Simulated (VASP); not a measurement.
# LaMnAl3 (R-3c) in VASP: notebook

The runs below take LaMnAl3 through single point, with PBE.

Program: VASP 6.6.1. These are calculated values, not measurements. Logs are shortened: lines on timing, memory, paths and dates and some standing lists are left out, and cuts for length are marked.

### Step 1. The cell of the first run

Symmetry: R-3c, No. 167, trigonal system. The conventional cell has a = 6.036 Å, b = 6.036 Å, c = 14.583 Å, α = 90.00°, β = 90.00°, γ = 120.00°. La (site symmetry 32) has 12 Al at 2.75 to 3.29 Å and 8 Mn at 3.65 to 3.69 Å within 3.7 Å. Within 2.8 Å of Al (site symmetry 2) lie 2 Mn at 2.14 Å and 1 La at 2.75 Å. Within 2.8 Å of Mn (site symmetry -3) lie 6 Al at 2.14 Å.

### Step 2. Single point, PBE

Input file INCAR:

```
SYSTEM = LaMnAl3
PREC = Accurate
ENCUT = 520
EDIFF = 1E-6
ISMEAR = -1
SIGMA = 0.0111
LREAL = .False.
LASPH = .True.
NELM = 60
ALGO = Normal
ISIF = 2
LWAVE = .False.
LCHARG = .False.
GGA = PE
NBANDS = 44
```

Input file KPOINTS:

```
Automatic mesh
0
Gamma
  4 4 4
  0 0 0
```

Input file POSCAR:

```
LaMnAl3
1.0
    3.0179170000      1.7423930000      4.8608930000
   -3.0179170000      1.7423930000      4.8608930000
    0.0000000000     -3.4847860000      4.8608930000
La Al Mn
2 6 2
Direct
    0.2500000000      0.2500000000      0.2500000000
    0.7500000000      0.7500000000      0.7500000000
    0.7052000000      0.7948000000      0.2500000000
    0.2500000000      0.7052000000      0.7948000000
    0.7948000000      0.2500000000      0.7052000000
    0.2948000000      0.2052000000      0.7500000000
    0.7500000000      0.2948000000      0.2052000000
    0.2052000000      0.7500000000      0.2948000000
    0.0000000000      0.0000000000      0.0000000000
    0.5000000000      0.5000000000      0.5000000000
```

Potentials or basis: VASP PAW PBE potentials, release 64 (La, Al, Mn_pv).

The run is started by

```console
$ cat potpaw_PBE.64/La/POTCAR potpaw_PBE.64/Al/POTCAR potpaw_PBE.64/Mn_pv/POTCAR > POTCAR
$ mpirun -np 1 vasp_std > vasp.out
```

OUTCAR:

```text
SYSTEM = LaMnAl3
   PREC = Accurate
   ENCUT = 520
   EDIFF = 1E-6
   ISMEAR = -1
   LREAL = .False.
   LASPH = .True.
   NELM = 60
   ISIF = 2
   GGA = PE

 ion  position               nearest neighbor table
   1  0.250  0.250  0.250-   4 2.75   5 2.75   3 2.75   6 3.00   6 3.00   7 3.00   8 3.00   8 3.00
                             7 3.00   5 3.29   4 3.29   3 3.29
   2  0.750  0.750  0.750-   7 2.75   8 2.75   6 2.75   3 3.00   3 3.00   5 3.00   4 3.00   5 3.00
                             4 3.00   8 3.29   7 3.29   6 3.29
   3  0.705  0.795  0.250-   9 2.14  10 2.14   1 2.75   2 3.00   2 3.00   7 3.00   8 3.00   7 3.00
                             8 3.00   4 3.05   5 3.05   4 3.05   5 3.05   1 3.29
   4  0.250  0.705  0.795-  10 2.14   9 2.14   1 2.75   8 3.00   8 3.00   2 3.00   6 3.00   6 3.00
                             2 3.00   3 3.05   3 3.05   5 3.05   5 3.05   1 3.29
   5  0.795  0.250  0.705-   9 2.14  10 2.14   1 2.75   7 3.00   7 3.00   2 3.00   6 3.00   2 3.00
                             6 3.00   3 3.05   3 3.05   4 3.05   4 3.05   1 3.29
   6  0.295  0.205  0.750-   9 2.14  10 2.14   2 2.75   1 3.00   1 3.00   5 3.00   4 3.00   4 3.00
                             5 3.00   8 3.05   7 3.05   8 3.05   7 3.05   2 3.29
   7  0.750  0.295  0.205-  10 2.14   9 2.14   2 2.75   5 3.00   5 3.00   3 3.00   1 3.00   1 3.00
                             3 3.00   6 3.05   6 3.05   8 3.05   8 3.05   2 3.29
   8  0.205  0.750  0.295-   9 2.14  10 2.14   2 2.75   4 3.00   4 3.00   1 3.00   3 3.00   1 3.00
                             3 3.00   6 3.05   6 3.05   7 3.05   7 3.05   2 3.29
   9  0.000  0.000  0.000-   3 2.14   6 2.14   5 2.14   8 2.14   7 2.14   4 2.14
  10  0.500  0.500  0.500-   3 2.14   6 2.14   4 2.14   7 2.14   5 2.14   8 2.14

  LATTYP: Found a trigonal (rhomboedric) cell.
 ALAT       =     5.9809729261
 COS(alpha) =     0.4907853314

  Lattice vectors:

 A1 = (   3.0179170000,   1.7423930000,   4.8608930000)
 A2 = (  -3.0179170000,   1.7423930000,   4.8608930000)
 A3 = (   0.0000000000,  -3.4847860000,   4.8608930000)

Analysis of symmetry for initial positions (statically):
=====================================================================
 Subroutine PRICEL returns:
 Original cell was already a primitive cell.

 Routine SETGRP: Setting up the symmetry group for a
 trigonal (rhombohedral) supercell.

 Subroutine GETGRP returns: Found 12 space group operations
 (whereof  6 operations were pure point group operations)
 out of a pool of 12 trial point group operations.

The static configuration has the point symmetry S_6 .
 The point group associated with its full space group is D_3d.

Analysis of symmetry for dynamics (positions and initial velocities):
=====================================================================
 Subroutine PRICEL returns:
 Original cell was already a primitive cell.

 Routine SETGRP: Setting up the symmetry group for a
 trigonal (rhombohedral) supercell.

 Subroutine GETGRP returns: Found 12 space group operations
 (whereof  6 operations were pure point group operations)
 out of a pool of 12 trial point group operations.

The dynamic configuration has the point symmetry S_6 .
 The point group associated with its full space group is D_3d.

 Subroutine INISYM returns: Found 12 space group operations
 (whereof  6 operations are pure point group operations),
 and found     1 'primitive' translations

----------------------------------------------------------------------------------------

                                     Primitive cell

  volume of cell :     153.3630

  direct lattice vectors                    reciprocal lattice vectors
     3.017917000  1.742393000  4.860893000     0.165677187  0.095653889  0.068574505
    -3.017917000  1.742393000  4.860893000    -0.165677187  0.095653889  0.068574505
     0.000000000 -3.484786000  4.860893000     0.000000000 -0.191307778  0.068574505

  length of vectors
     5.980972926  5.980972926  5.980971010     0.203226621  0.203226621  0.203226791

  position of ions in fractional coordinates (direct lattice)
     0.250000000  0.250000000  0.250000000
     0.750000000  0.750000000  0.750000000
     0.705200000  0.794800000  0.250000000
     0.250000000  0.705200000  0.794800000
     0.794800000  0.250000000  0.705200000
     0.294800000  0.205200000  0.750000000
     0.750000000  0.294800000  0.205200000
     0.205200000  0.750000000  0.294800000
     0.000000000  0.000000000  0.000000000
     0.500000000  0.500000000  0.500000000

[... 26 lines left out ...]
     0.000000000 -0.047826945  0.017143626     0.000000000  0.000000000  0.250000000

  Length of vectors
     0.050806655  0.050806655  0.050806698

  Shift w.r.t. Gamma in fractional coordinates (k-lattice)
     0.000000000  0.000000000  0.000000000

 Subroutine IBZKPT returns following result:
 ===========================================

 Found     13 irreducible k-points:

 Following reciprocal coordinates:
            Coordinates               Weight
  0.000000  0.000000  0.000000      1.000000
  0.250000 -0.000000  0.000000      6.000000
  0.500000 -0.000000  0.000000      3.000000
  0.250000  0.250000  0.000000      6.000000
  0.500000  0.250000  0.000000     12.000000
 -0.250000  0.250000  0.000000      6.000000
  0.500000  0.500000  0.000000      3.000000
  0.250000  0.250000  0.250000      2.000000
  0.500000  0.250000  0.250000      6.000000
 -0.250000  0.250000  0.250000      6.000000
  0.500000  0.500000  0.250000      6.000000
 -0.250000  0.500000  0.250000      6.000000
  0.500000  0.500000  0.500000      1.000000
   k-points           NKPTS =     13   k-points in BZ     NKDIM =     13   number of bands    NBANDS=     44
   number of dos      NEDOS =    301   number of ions     NIONS =     10
   total plane-waves  NPLWV = 110592
   dimension x,y,z NGX =    48 NGY =   48 NGZ =   48
   dimension x,y,z NGXF=    96 NGYF=   96 NGZF=   96
   ions per type =               2   6   2
   NGX,Y,Z   is equivalent  to a cutoff of  13.34, 13.34, 13.34 a.u.
   NGXF,Y,Z  is equivalent  to a cutoff of  26.68, 26.68, 26.68 a.u.
 SYSTEM =  LaMnAl3
   PREC   = accura    normal or accurate (medium, high low for compatibility)
   ISTART =      0    job   : 0-new  1-cont  2-samecut
   ICHARG =      2    charge: 1-file 2-atom 10-const
   ISPIN  =      1    spin polarized calculation?
   LNONCOLLINEAR =      F non collinear calculations
   LSORBIT =      F    spin-orbit coupling
   LASPH  =      T    aspherical Exc in radial PAW
   ENCUT  =  520.0 eV  38.22 Ry    6.18 a.u.  11.12 11.12 11.12*2*pi/ulx,y,z
   NELM   =     60;   NELMIN=  2; NELMDL= -5     # of ELM steps
   EDIFF  = 0.1E-05   stopping-criterion for ELM
   LREAL  =      F    real-space projection
   EDIFFG = 0.1E-04   stopping-criterion for IOM
   NSW    =      0    number of steps for IOM
   IBRION =     -1    ionic relax: 0-MD 1-quasi-New 2-CG
   NFREE  =      0    steps in history (QN), initial steepest desc. (CG)
   ISIF   =      2    stress and relaxation
   ISYM   =      2    0-nonsym 1-usesym 2-fastsym
   POTIM  = 0.5000    time-step for ionic-motion
   TEBEG  =    0.0;   TEEND  =   0.0 temperature during run
   PSTRESS=    0.0 pullay stress
   NELECT =      66.0000    total number of electrons
   NUPDOWN=      -1.0000    fix difference up-down
   EMIN   =  10.00;   EMAX   =-10.00  energy-range for DOS
   EFERMI =   0.00;   METHOD = LEGACY
   ISMEAR =    -1;   SIGMA  =   0.01  broadening in eV -4-tet -1-fermi 0-gaus
   EFERMI_NEDOS =   21; number of points for ismear=-14 and -15
   IALGO  =     38    algorithm
   IMIX   =      4    mixing-type and parameters
     AMIX     =   0.40;   BMIX     =  1.00
     AMIX_MAG =   1.60;   BMIX_MAG =  1.00
  volume/ion in A,a.u.               =      15.34       103.49
  Fermi-wavevector in a.u.,A,eV,Ry     =   1.235993  2.335688 20.785320  1.527678
  Thomas-Fermi vector in A             =   2.370619
   LORBIT       =      0    0 simple, 1 ext, 2 COOP (PROOUT), +10 PAW based schemes
   GGA     = PE    functional components
   LHFCALC =     F    Hartree Fock is set to
   AEXX    =    0.0000 exact exchange contribution
   IVDW    =     0    specifies the selected vdW correction
   LEPSILON=     F    determine dielectric tensor
   LRPA    =     F    only Hartree local field effects (RPA)
 non-spin polarized calculation
  energy-cutoff  :      520.00
  volume of cell :      153.36
 maximum number of plane-waves:      4159
 NGX is ok and might be reduce to    48
   NGX = 23   NGY = 23   NGZ = 23

 number of electron      65.9999977 magnetization

 Free energy of the ion-electron system (eV)
  ---------------------------------------------------
  ext. energy  EPLUGINS =         0.00000000
  ---------------------------------------------------
  free energy    TOTEN  =       -48.39528902 eV

  energy without entropy =      -48.39211981  energy(sigma->0) =      -48.39370441

 E-fermi :  10.1292     XC(G=0): -11.3752

 val. band max:       10.1010775997   @ k =   0.2500   0.2500   0.2500
 cond. band min:      10.1329445665   @ k =   0.2500  -0.0000   0.0000
 fundamental gap:      0.0318669667
 Fermi energy:        10.1291870047

 k-point     1 :       0.0000    0.0000    0.0000
  band No.  band energies     occupation
      1     -36.7604      2.00000
      2     -36.7604      2.00000
      3     -36.7547      2.00000
      4     -36.7547      2.00000
      5     -36.7376      2.00000
      6     -36.7323      2.00000
[... 600 lines left out ...]
     43      12.8197      0.00000
     44      12.8197      0.00000

------------------------ aborting loop because EDIFF is reached ----------------------------------------

  FORCE on cell =-STRESS in cart. coord.  units (eV):
  Direction    XX          YY          ZZ          XY          YZ          ZX
  --------------------------------------------------------------------------------------
  -------------------------------------------------------------------------------------
  Total       36.5174434     36.5173515     33.2997234     -0.0000000     -0.0000000     -0.0000000
  in kB      381.4962083    381.4952483    347.8808225     -0.0000000     -0.0000000     -0.0000000
  external PRESSURE =     370.2907597 kB  Pullay stress =       0.0000000 kB

 VOLUME and BASIS-vectors are now :
 -----------------------------------------------------------------------------
  energy-cutoff  :      520.00
  volume of cell :      153.36
      direct lattice vectors                 reciprocal lattice vectors
     3.017917000  1.742393000  4.860893000     0.165677187  0.095653889  0.068574505
    -3.017917000  1.742393000  4.860893000    -0.165677187  0.095653889  0.068574505
     0.000000000 -3.484786000  4.860893000     0.000000000 -0.191307778  0.068574505

 POSITION                                       TOTAL-FORCE (eV/Angst)
 -----------------------------------------------------------------------------------
      0.00000      0.00000      3.64567         0.000000      0.000000     -0.000000
      0.00000      0.00000     10.93701         0.000000      0.000000     -0.000000
     -0.27041      1.74239      8.50656         1.599179      0.000000     -0.000000
     -1.37376     -1.10537      8.50656        -0.799590      1.384928     -0.000000
      1.64416     -0.63702      8.50656        -0.799590     -1.384928     -0.000000
      0.27041     -1.74239      6.07612        -1.599179      0.000000      0.000000
      1.37376      1.10537      6.07612         0.799590     -1.384928     -0.000000
     -1.64416      0.63702      6.07612         0.799590      1.384928     -0.000000
      0.00000      0.00000      0.00000         0.000000      0.000000     -0.000000
      0.00000      0.00000      7.29134         0.000000      0.000000     -0.000000
 -----------------------------------------------------------------------------------
    total drift:                                0.000000      0.000000     -0.000000

  FREE ENERGIE OF THE ION-ELECTRON SYSTEM (eV)
  ---------------------------------------------------
  free  energy   TOTEN  =       -48.3952890172 eV

  energy  without entropy=      -48.3921198125  energy(sigma->0) =      -48.39370441
```

Run time: 4 min. Hardware: 1 thread of Intel Xeon 8259CL, shared host; peak memory 0.38 GiB.

What came out:

- Free energy: -48.3953 eV
- Pressure: 37.0 GPa
- Largest force: 1.599 eV/Å
- Band gap on the k mesh: zero (bands 33 and 34 overlap by 0.83 eV)

Forces in eV/Å, atoms in the order of the input:
```
La   0.000  0.000  0.000
La   0.000  0.000  0.000
Al   1.599  0.000  0.000
Al  -0.800  1.385  0.000
Al  -0.800 -1.385  0.000
Al  -1.599  0.000  0.000
Al   0.800 -1.385  0.000
Al   0.800  1.385  0.000
Mn   0.000  0.000  0.000
Mn   0.000  0.000  0.000
```

Levels at points of the mesh, in eV from the Fermi level:
| k point | band 31 | band 32 | band 33 | band 34 | band 35 | band 36 |
| --- | --- | --- | --- | --- | --- | --- |
| (0.00, 0.00, 0.00) | -0.95 | -0.79 | -0.04 | -0.04 | 1.90 | 2.10 |
| (0.50, 0.00, 0.00) | -0.87 | -0.87 | 0.48 | 0.48 | 0.49 | 0.49 |
| (0.50, 0.50, 0.00) | -1.18 | -0.91 | 0.52 | 0.77 | 1.68 | 1.82 |
| (0.50, 0.50, 0.50) | -0.85 | -0.85 | 0.46 | 0.46 | 0.46 | 0.46 |

Caveat: the cell stands under pressure; spin-orbit coupling is left out, which moves the levels of the heavy elements; the run has no spin polarisation, though such a crystal can be magnetic; forces of over 1 eV/Å act on the atoms, so gaps and moduli don't describe the material at rest.

### Step 3. Single point, PBE

Input file INCAR:

```
  PREC = Accurate
  ENCUT = 520
  EDIFF = 1E-7
  ISMEAR = -1
  SIGMA = 0.0111
  LREAL = F
  LASPH = T
  NELM = 60
  ALGO = Normal
  ISIF = 2
  LWAVE = F
  LCHARG = F
  GGA = PE
  NBANDS = 44
```

Input file KPOINTS:

```
regular mesh
0
Gamma
  4 4 4
```

POSCAR is that of step 2.

Potentials or basis: VASP PAW PBE potentials, release 64 (La, Al, Mn_pv).

The run is started by

```console
$ cat potpaw_PBE.64/La/POTCAR potpaw_PBE.64/Al/POTCAR potpaw_PBE.64/Mn_pv/POTCAR > POTCAR
$ mpirun -np 1 vasp_std > vasp.out
```

It took 4.5 min on 1 thread of Intel Xeon 8259CL, shared host; peak memory 0.38 GiB.

Results (log left out):

```yaml
Free_energy: -48.3953 eV
Pressure: 37.0 GPa
Largest_force: 1.599 eV/Å
Band_gap_on_the_k_mesh: zero (bands 33 and 34 overlap by 0.83 eV)
```

Forces on the atoms (eV/Å):
```
La   0.000  0.000  0.000
La   0.000  0.000  0.000
Al   1.599  0.000  0.000
Al  -0.800  1.385  0.000
Al  -0.800 -1.385  0.000
Al  -1.599  0.000  0.000
Al   0.800 -1.385  0.000
Al   0.800  1.385  0.000
Mn   0.000  0.000  0.000
Mn   0.000  0.000  0.000
```

Stress tensor (GPa, compression positive):
```
38.16  0.00  0.00
 0.00 38.16  0.00
 0.00  0.00 34.79
```

Levels at points of the mesh, in eV from the Fermi level:
| k point | band 30 | band 31 | band 32 | band 33 | band 34 | band 35 | band 36 | band 37 |
| --- | --- | --- | --- | --- | --- | --- | --- | --- |
| (0.00, 0.00, 0.00) | -0.95 | -0.95 | -0.79 | -0.04 | -0.04 | 1.90 | 2.10 | 2.10 |
| (0.50, 0.00, 0.00) | -1.09 | -0.87 | -0.87 | 0.48 | 0.48 | 0.49 | 0.49 | 2.25 |
| (0.50, 0.50, 0.00) | -1.44 | -1.18 | -0.91 | 0.52 | 0.77 | 1.68 | 1.82 | 1.87 |
| (0.50, 0.50, 0.50) | -1.12 | -0.85 | -0.85 | 0.46 | 0.46 | 0.46 | 0.46 | 2.17 |

Caveat: the cell stands under pressure; spin-orbit coupling is left out, which moves the levels of the heavy elements; the run has no spin polarisation, though such a crystal can be magnetic; forces of over 1 eV/Å act on the atoms, so gaps and moduli don't describe the material at rest. Spin polarisation is off, so any magnetic state and its effect on volume and gap are missing.
